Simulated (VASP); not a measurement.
Runs of VASP 6.6.1 on Cd. The structure is that of space group Im-3m (No. 229), or close to it. The cells are those of the table. This isn't the form of Cd at room conditions, which is hcp.

| task | cell | cutoff (eV) | gap on the mesh (eV) | pressure (GPa) | relaxed volume (Å³/atom) |
| --- | --- | --- | --- | --- | --- |
| single point | a = 3.118 Å, angles 109.5°, 1 atom | 520 | none | (a) | - |
| relaxation of cell and atoms | relaxed from a = 3.118 Å, angles 109.5°, 1 atom | 600 | none | 0.0 | 23.39 |
| single point | a = 3.158 Å, angles 109.5°, 1 atom | 520 | none | -1.1 | - |
| relaxation of cell and atoms | relaxed from a = 3.108 Å, angles 109.5°, 1 atom | 600 | none | 0.0 | 23.41 |

Alike in all rows: level PBE; potentials or basis VASP PAW PBE potentials, release 64 (Cd); no spin polarisation; k mesh 16 × 16 × 16; smearing fermi-dirac 0.05 eV.

Question: Fill in the values left out.

Answer: (a) 0.2.

A k mesh can miss the band edges, and the runs leave out spin-orbit coupling on Cd.

A gap of «none» marks levels without a gap at the run's occupations.
